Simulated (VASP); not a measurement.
# BeS (Fm-3m) in VASP: notebook, part 2 of 2

VASP 6.6.1. Earlier steps stand in the parts before.

### Step 3. Single point, PBE (volume changed by -10%)

INCAR reads:

```
  PREC = Accurate
  ENCUT = 600
  EDIFF = 1E-6
  ISMEAR = 0
  SIGMA = 0.01
  LREAL = False
  LASPH = True
  NELM = 120
  ALGO = Normal
  ISIF = 2
  LWAVE = False
  LCHARG = False
  GGA = PE
  NBANDS = 11
  GGA_COMPAT = False
```

KPOINTS reads:

```
Automatic mesh
0
Gamma
  6 6 6
```

POSCAR reads:

```
BeS
1.0
    0.0000000000      2.2373261613      2.2373261613
    2.2373261613      0.0000000000      2.2373261613
    2.2373261613      2.2373261613      0.0000000000
Be S
1 1
Direct
    0.0000000000      0.0000000000      0.0000000000
    0.5000000000      0.5000000000      0.5000000000
```

Potentials or basis: VASP PAW PBE potentials, release 64 (Be, S).

Launch:

```console
cat potpaw_PBE.64/Be/POTCAR potpaw_PBE.64/S/POTCAR > POTCAR
mpirun -np 1 vasp_std > vasp.out
```

OUTCAR:

```text
PREC = Accurate
   ENCUT = 600
   EDIFF = 1E-6
   ISMEAR = 0
   LREAL = False
   LASPH = True
   NELM = 120
   ISIF = 2
   GGA = PE

 ion  position               nearest neighbor table
   1  0.000  0.000  0.000-   2 2.24   2 2.24   2 2.24   2 2.24   2 2.24   2 2.24
   2  0.500  0.500  0.500-   1 2.24   1 2.24   1 2.24   1 2.24   1 2.24   1 2.24

  LATTYP: Found a face centered cubic cell.
 ALAT       =     4.4746523226

  Lattice vectors:

 A1 = (   0.0000000000,   2.2373261613,   2.2373261613)
 A2 = (   2.2373261613,   0.0000000000,   2.2373261613)
 A3 = (   2.2373261613,   2.2373261613,   0.0000000000)

Analysis of symmetry for initial positions (statically):
=====================================================================
 Subroutine PRICEL returns:
 Original cell was already a primitive cell.

 Routine SETGRP: Setting up the symmetry group for a
 face centered cubic supercell.

 Subroutine GETGRP returns: Found 48 space group operations
 (whereof 48 operations were pure point group operations)
 out of a pool of 48 trial point group operations.

The static configuration has the point symmetry O_h .

Analysis of symmetry for dynamics (positions and initial velocities):
=====================================================================
 Subroutine PRICEL returns:
 Original cell was already a primitive cell.

 Routine SETGRP: Setting up the symmetry group for a
 face centered cubic supercell.

 Subroutine GETGRP returns: Found 48 space group operations
 (whereof 48 operations were pure point group operations)
 out of a pool of 48 trial point group operations.

The dynamic configuration has the point symmetry O_h .

 Subroutine INISYM returns: Found 48 space group operations
 (whereof 48 operations are pure point group operations),
 and found     1 'primitive' translations

----------------------------------------------------------------------------------------

                                     Primitive cell

  volume of cell :      22.3984

  direct lattice vectors                    reciprocal lattice vectors
     0.000000000  2.237326161  2.237326161    -0.223481050  0.223481050  0.223481050
     2.237326161  0.000000000  2.237326161     0.223481050 -0.223481050  0.223481050
     2.237326161  2.237326161  0.000000000     0.223481050  0.223481050 -0.223481050

  length of vectors
     3.164057001  3.164057001  3.164057001     0.387080533  0.387080533  0.387080533

  position of ions in fractional coordinates (direct lattice)
     0.000000000  0.000000000  0.000000000
     0.500000000  0.500000000  0.500000000

  ion indices of the primitive-cell ions
   primitive index   ion index
                 1           1
                 2           2

----------------------------------------------------------------------------------------

 KPOINTS: Automatic mesh

Automatic generation of k-mesh.
 Grid dimensions read from file:
 generate k-points for:    6    6    6

 Generating k-lattice:

  Cartesian coordinates                     Fractional coordinates (reciprocal lattice)
    -0.037246842  0.037246842  0.037246842     0.166666667  0.000000000  0.000000000
     0.037246842 -0.037246842  0.037246842     0.000000000  0.166666667  0.000000000
     0.037246842  0.037246842 -0.037246842     0.000000000  0.000000000  0.166666667

  Length of vectors
     0.064513422  0.064513422  0.064513422

  Shift w.r.t. Gamma in fractional coordinates (k-lattice)
     0.000000000  0.000000000  0.000000000

 Subroutine IBZKPT returns following result:
 ===========================================

 Found     16 irreducible k-points:

 Following reciprocal coordinates:
            Coordinates               Weight
  0.000000  0.000000  0.000000      1.000000
  0.166667  0.000000  0.000000      8.000000
  0.333333  0.000000  0.000000      8.000000
  0.500000  0.000000  0.000000      4.000000
  0.166667  0.166667  0.000000      6.000000
  0.333333  0.166667  0.000000     24.000000
[... 8 lines left out ...]
 -0.333333  0.333333  0.166667     24.000000
 -0.333333  0.500000  0.166667     12.000000
   k-points           NKPTS =     16   k-points in BZ     NKDIM =     16   number of bands    NBANDS=     11
   number of dos      NEDOS =    301   number of ions     NIONS =      2
   total plane-waves  NPLWV =  21952
   dimension x,y,z NGX =    28 NGY =   28 NGZ =   28
   dimension x,y,z NGXF=    56 NGYF=   56 NGZF=   56
   ions per type =               1   1
   NGX,Y,Z   is equivalent  to a cutoff of  14.71, 14.71, 14.71 a.u.
   NGXF,Y,Z  is equivalent  to a cutoff of  29.42, 29.42, 29.42 a.u.
 SYSTEM =  unknown system
   PREC   = accura    normal or accurate (medium, high low for compatibility)
   ISTART =      0    job   : 0-new  1-cont  2-samecut
   ICHARG =      2    charge: 1-file 2-atom 10-const
   ISPIN  =      1    spin polarized calculation?
   LNONCOLLINEAR =      F non collinear calculations
   LSORBIT =      F    spin-orbit coupling
   LASPH  =      T    aspherical Exc in radial PAW
   ENCUT  =  600.0 eV  44.10 Ry    6.64 a.u.   6.32  6.32  6.32*2*pi/ulx,y,z
   NELM   =    120;   NELMIN=  2; NELMDL= -5     # of ELM steps
   EDIFF  = 0.1E-05   stopping-criterion for ELM
   LREAL  =      F    real-space projection
   EDIFFG = 0.1E-04   stopping-criterion for IOM
   NSW    =      0    number of steps for IOM
   IBRION =     -1    ionic relax: 0-MD 1-quasi-New 2-CG
   NFREE  =      0    steps in history (QN), initial steepest desc. (CG)
   ISIF   =      2    stress and relaxation
   ISYM   =      2    0-nonsym 1-usesym 2-fastsym
   POTIM  = 0.5000    time-step for ionic-motion
   TEBEG  =    0.0;   TEEND  =   0.0 temperature during run
   PSTRESS=    0.0 pullay stress
   NELECT =       8.0000    total number of electrons
   NUPDOWN=      -1.0000    fix difference up-down
   EMIN   =  10.00;   EMAX   =-10.00  energy-range for DOS
   EFERMI =   0.00;   METHOD = LEGACY
   ISMEAR =     0;   SIGMA  =   0.01  broadening in eV -4-tet -1-fermi 0-gaus
   EFERMI_NEDOS =   21; number of points for ismear=-14 and -15
   IALGO  =     38    algorithm
   IMIX   =      4    mixing-type and parameters
     AMIX     =   0.40;   BMIX     =  1.00
     AMIX_MAG =   1.60;   BMIX_MAG =  1.00
  volume/ion in A,a.u.               =      11.20        75.58
  Fermi-wavevector in a.u.,A,eV,Ry     =   1.161535  2.194982 18.356476  1.349163
  Thomas-Fermi vector in A             =   2.298106
   LORBIT       =      0    0 simple, 1 ext, 2 COOP (PROOUT), +10 PAW based schemes
   GGA     = PE    functional components
   LHFCALC =     F    Hartree Fock is set to
   AEXX    =    0.0000 exact exchange contribution
   IVDW    =     0    specifies the selected vdW correction
   LEPSILON=     F    determine dielectric tensor
   LRPA    =     F    only Hartree local field effects (RPA)
 non-spin polarized calculation
 Gauss-broadening in eV      SIGMA  =   0.01
  energy-cutoff  :      600.00
  volume of cell :       22.40
 maximum number of plane-waves:       757
 NGX is ok and might be reduce to    28
   NGX = 13   NGY = 13   NGZ = 13

 number of electron       7.9999999 magnetization

 Free energy of the ion-electron system (eV)
  ---------------------------------------------------
  ext. energy  EPLUGINS =         0.00000000
  ---------------------------------------------------
  free energy    TOTEN  =        -8.78377395 eV

  energy without entropy =       -8.78377395  energy(sigma->0) =       -8.78377395

 E-fermi :   8.0423     XC(G=0): -11.0546

 val. band max:        7.9605679779   @ k =  -0.1667   0.1667   0.0000
 cond. band min:       8.9875560325   @ k =   0.5000   0.5000   0.0000
 fundamental gap:      1.0269880546
 Fermi energy:         8.0422725847

 k-point     1 :       0.0000    0.0000    0.0000
  band No.  band energies     occupation
      1      -8.0966      2.00000
      2       7.6248      2.00000
      3       7.6248      2.00000
      4       7.6248      2.00000
      5      14.5360      0.00000
      6      16.6441      0.00000
      7      16.6441      0.00000
      8      16.6441      0.00000
      9      18.0961      0.00000
     10      18.0961      0.00000
     11      18.0961      0.00000
[... 197 lines left out ...]
 k-point    16 :      -0.3333    0.5000    0.1667
  band No.  band energies     occupation
      1      -4.1349      2.00000
      2       0.9653      2.00000
      3       2.8109      2.00000
      4       3.7099      2.00000
      5      11.2548      0.00000
      6      14.7229      0.00000
      7      16.0386      0.00000
      8      20.1873      0.00000
      9      21.3819      0.00000
     10      23.4800      0.00000
     11      26.6668      0.00000

------------------------ aborting loop because EDIFF is reached ----------------------------------------

  FORCE on cell =-STRESS in cart. coord.  units (eV):
  Direction    XX          YY          ZZ          XY          YZ          ZX
  --------------------------------------------------------------------------------------
  -------------------------------------------------------------------------------------
  Total        1.8968533      1.8968533      1.8968533     -0.0000000      0.0000000     -0.0000000
  in kB      135.6833072    135.6833072    135.6833072     -0.0000000      0.0000000     -0.0000000
  external PRESSURE =     135.6833072 kB  Pullay stress =       0.0000000 kB

 VOLUME and BASIS-vectors are now :
 -----------------------------------------------------------------------------
  energy-cutoff  :      600.00
  volume of cell :       22.40
      direct lattice vectors                 reciprocal lattice vectors
     0.000000000  2.237326161  2.237326161    -0.223481050  0.223481050  0.223481050
     2.237326161  0.000000000  2.237326161     0.223481050 -0.223481050  0.223481050
     2.237326161  2.237326161  0.000000000     0.223481050  0.223481050 -0.223481050

 POSITION                                       TOTAL-FORCE (eV/Angst)
 -----------------------------------------------------------------------------------
      0.00000      0.00000      0.00000         0.000000      0.000000      0.000000
      2.23733      2.23733      2.23733        -0.000000     -0.000000      0.000000
 -----------------------------------------------------------------------------------
    total drift:                                0.000000      0.000000      0.000000

  FREE ENERGIE OF THE ION-ELECTRON SYSTEM (eV)
  ---------------------------------------------------
  free  energy   TOTEN  =        -8.7837739481 eV

  energy  without entropy=       -8.7837739481  energy(sigma->0) =       -8.78377395
```

Run time: 7.5 s. Hardware: 1 thread of AMD EPYC 9R45 (Zen 5), shared host; peak memory 0.11 GiB.

What came out:

```yaml
Free_energy: -8.7838 eV
Pressure: 13.6 GPa
Band_gap_on_the_k_mesh: 1.03 eV, indirect (least direct gap 4.32 eV)
```

Caveat: the cell differs from its parent crystal (volume changed by -10%). A k mesh can miss the band edges.

### Step 4. Single point, PBE

This run uses another cell than the first one, of 12.44 Å³/atom, 1.053 times its volume.

INCAR reads:

```
SYSTEM = BeS
PREC = Accurate
ENCUT = 600
EDIFF = 1E-6
ISMEAR = 0
SIGMA = 0.01
LREAL = .False.
LASPH = .True.
NELM = 120
ALGO = Normal
ISIF = 2
LWAVE = .False.
LCHARG = .False.
GGA = PE
NBANDS = 11
GGA_COMPAT = .False.
```

KPOINTS reads:

```
regular mesh
0
Gamma
  6 6 6
  0 0 0
```

POSCAR reads:

```
BeS
1.0
    0.0000000000      2.3172975249      2.3172975249
    2.3172975249      0.0000000000      2.3172975249
    2.3172975249      2.3172975249      0.0000000000
Be S
1 1
Direct
    0.0000000000      0.0000000000      0.0000000000
    0.5000000000      0.5000000000      0.5000000000
```

Launch:

```console
cat potpaw_PBE.64/Be/POTCAR potpaw_PBE.64/S/POTCAR > POTCAR
mpirun -np 1 vasp_std > vasp.out
```

It took 7.6 s on 1 thread of AMD EPYC 9R45 (Zen 5), shared host; peak memory 0.11 GiB.

It converged, with:

- Free energy: -8.8791 eV
- Pressure: -0.2 GPa
- Band gap on the k mesh: 0.98 eV, indirect (least direct gap 4.14 eV)

Levels at points of the mesh, in eV from the valence-band top:
```
           k point  band 2  band 3  band 4  band 5  band 6  band 7
(0.00, 0.00, 0.00)   -0.29   -0.29   -0.29    5.29    8.84    8.84
(0.50, 0.00, 0.00)   -7.20   -0.50   -0.50    3.94    3.94    4.14
(0.50, 0.50, 0.00)   -6.76   -3.16   -3.16    0.98    4.34   11.77
```

A k mesh can miss the band edges. As with any semilocal functional, this PBE gap is likely too small.

### Step 5. Single point, PBE (volume changed by +5%)

INCAR reads:

```
SYSTEM = BeS
  ALGO = Normal
  EDIFF = 1E-6
  ENCUT = 600
  GGA = PE
  GGA_COMPAT = .False.
  ISIF = 2
  ISMEAR = 0
  LASPH = .True.
  LCHARG = .False.
  LREAL = .False.
  LWAVE = .False.
  NBANDS = 11
  NELM = 120
  PREC = Accurate
  SIGMA = 0.01
```

KPOINTS reads:

```
k-points
0
Gamma
  6 6 6
  0 0 0
```

POSCAR reads:

```
BeS
1.0
    0.0000000000      2.3552927620      2.3552927620
    2.3552927620      0.0000000000      2.3552927620
    2.3552927620      2.3552927620      0.0000000000
Be S
1 1
Direct
    0.0000000000      0.0000000000      0.0000000000
    0.5000000000      0.5000000000      0.5000000000
```

Launch:

```console
cat potpaw_PBE.64/Be/POTCAR potpaw_PBE.64/S/POTCAR > POTCAR
mpirun -np 1 vasp_std > vasp.out
```

It took 7 s on 1 thread of AMD EPYC 9R45 (Zen 5), shared host; peak memory 0.11 GiB.

The run converged. Its results:

| Property | Result |
| --- | --- |
| Free energy | -8.8584 eV |
| Pressure | -5.0 GPa |
| Band gap on the k mesh | 0.95 eV, indirect (least direct gap 3.92 eV) |

Levels at points of the mesh, in eV from the valence-band top:
| k point | band 2 | band 3 | band 4 | band 5 | band 6 | band 7 |
| --- | --- | --- | --- | --- | --- | --- |
| (0.00, 0.00, 0.00) | -0.27 | -0.27 | -0.27 | 4.75 | 8.89 | 8.89 |
| (0.50, 0.00, 0.00) | -6.85 | -0.46 | -0.46 | 4.02 | 4.02 | 4.04 |
| (0.50, 0.50, 0.00) | -6.37 | -2.97 | -2.97 | 0.95 | 4.55 | 11.33 |

Caveat: the cell differs from its parent crystal (volume changed by +5%).

### Step 6. Single point, PBE (volume changed by +10%)

INCAR reads:

```
PREC = Accurate ; ENCUT = 600
EDIFF = 1E-6 ; ISMEAR = 0
SIGMA = 0.01 ; LREAL = F
LASPH = T ; NELM = 120
ALGO = Normal ; ISIF = 2
LWAVE = F ; LCHARG = F
GGA = PE ; NBANDS = 11
GGA_COMPAT = F
```

KPOINTS reads:

```
regular mesh
0
Gamma
  6 6 6
```

POSCAR reads:

```
BeS
1.0
    0.0000000000      2.3921001566      2.3921001566
    2.3921001566      0.0000000000      2.3921001566
    2.3921001566      2.3921001566      0.0000000000
Be S
1 1
Direct
    0.0000000000      0.0000000000      0.0000000000
    0.5000000000      0.5000000000      0.5000000000
```

Potentials or basis: VASP PAW PBE potentials, release 64 (Be, S).

Launch:

```console
cat potpaw_PBE.64/Be/POTCAR potpaw_PBE.64/S/POTCAR > POTCAR
mpirun -np 1 vasp_std > vasp.out
```

Run time: 7.2 s. Hardware: 1 thread of AMD EPYC 9R45 (Zen 5), shared host; peak memory 0.11 GiB.

It converged, with:

```
Free energy            : -8.8050 eV
Pressure               : -8.7 GPa
Band gap on the k mesh : 0.92 eV, indirect (least direct gap 3.71 eV)
```

Levels at points of the mesh, in eV from the valence-band top:
```tsv
k point	band 1	band 2	band 3	band 4	band 5	band 6	band 7	band 8
(0.00, 0.00, 0.00)	-14.29	-0.26	-0.26	-0.26	4.27	8.93	8.93	8.93
(0.50, 0.00, 0.00)	-12.35	-6.52	-0.43	-0.43	3.96	4.07	4.07	9.29
(0.50, 0.50, 0.00)	-11.51	-6.02	-2.79	-2.79	0.92	4.73	10.93	10.93
```

Caveat: the cell differs from its parent crystal (volume changed by +10%). A k mesh can miss the band edges.

### Step 7. The runs side by side

```csv
cell,gap on the mesh (eV),pressure (GPa)
"a = 3.222 Å, angles 60.0°, 2 atoms",1.01,5.8
"a = 3.164 Å, angles 60.0°, 2 atoms",1.03,13.6
"a = 3.277 Å, angles 60.0°, 2 atoms",0.98,-0.2
"a = 3.331 Å, angles 60.0°, 2 atoms",0.95,-5.0
"a = 3.383 Å, angles 60.0°, 2 atoms",0.92,-8.7
```

Alike in all rows: task single point; level PBE; potentials or basis VASP PAW PBE potentials, release 64 (Be, S); no spin polarisation; k mesh 6 × 6 × 6; cutoff (eV) 600; smearing gaussian 0.01 eV.

Absolute energies hang on the potentials; compare differences alone.
